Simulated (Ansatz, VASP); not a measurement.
**FeO: VASP beside Ansatz**

```xyz
2
Lattice="0.0000 2.1554 2.1554 2.1554 0.0000 2.1554 2.1554 2.1554 0.0000" Properties=species:S:1:pos:R:3 pbc="T T T"
Fe    0.0000    0.0000    0.0000
O     2.1554    2.1554    2.1554
```

Alike in both runs: task single point; functional BLYP; dispersion D4; k mesh 11 × 11 × 11; occupations fermi-dirac, width 0.05 eV; collinear spin.

|  | VASP | Ansatz |
| --- | --- | --- |
| version | VASP 6.6.1 | Ansatz 0.2.0 |
| potentials or method | VASP PAW PBE potentials, release 64 (Fe, O) | Ansatz PAW |
| plane-wave cutoff (eV) | 520 | 420 |
| valence electrons in the cell | 14 | 22 |

|  | VASP | Ansatz | Ansatz less VASP |
| --- | --- | --- | --- |
| gap on the k mesh at the Fermi level (eV) | none | none | - |
| pressure (GPa) | -1.7 | -2.0 | -0.29 |
| net moment per atom (μB) | 2.00 | 2.00 | 0.000 |
| size of the moment on the site where the two differ most (μB) | 3.60 | 3.44 | -0.160 |

VASP's potentials were made for PBE, not for BLYP. Site moments also hang on the region over which each program counts them. A gap of «none» marks a metal or a gap that the smearing closes. VASP's potentials hold 14 valence electrons a cell and Ansatz's 22, so a difference there can come from the potentials and not from the codes.
